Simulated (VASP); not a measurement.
Write the native input for VASP 6.6.1 that does the following.

| Quantity | Value |
| --- | --- |
| Task | single point |
| Functional | PBE |
| Potentials or basis | VASP PAW PBE potentials, release 64 (P) |
| Cutoff | 520 eV |
| k mesh | 8 × 6 × 4 |
| Occupations | gaussian, width 0.2 eV |
| Spin | no spin polarisation |
| Dipole correction | no |
| Further INCAR settings | ALGO = Normal; EDIFF = 1e-06; NBANDS = 18 |

The structure of P lies in POSCAR:

```
P
1.0
    1.3174089365     -2.2818192124      0.0000000000
   -3.9522268095     -2.2818192123      0.0000000000
    0.0000000000      0.0000000000     -4.8988975091
P
4
Direct
    0.0000000000      0.0000000000      0.7500000000
    0.0000000000      0.0000000000      0.2500000000
    0.5000000000      0.5000000000      0.7500000000
    0.5000000000      0.5000000000      0.2500000000
```

This isn't the form of P at room conditions, which is orthorhombic.

These files were run (other wordings do the same):

INCAR

```
SYSTEM = P
  PREC = Accurate
  ENCUT = 520
  EDIFF = 1E-6
  ISMEAR = 0
  SIGMA = 0.2
  LREAL = .FALSE.
  LASPH = .TRUE.
  NELM = 60
  ALGO = Normal
  ISIF = 2
  LWAVE = .FALSE.
  LCHARG = .TRUE.
  GGA = PE
  LELF = .TRUE.
  LVHAR = .TRUE.
  NBANDS = 18
```

KPOINTS

```
Automatic mesh
0
G
  8 6 4
  0 0 0
```

Potentials or basis: VASP PAW PBE potentials, release 64 (P).

Launch:

```sh
$ cat potpaw_PBE.64/P/POTCAR > POTCAR
$ mpirun -np 1 vasp_std > vasp.out
```

It gave:

```json
{
  "Pressure": "0.3 GPa",
  "Band gap on the k mesh": "zero (bands 10 and 11 overlap by 4.93 eV)"
}
```

Wall time 73 s on 1 thread of Intel Xeon 8259CL, on a shared host, peak memory 0.18 GiB.
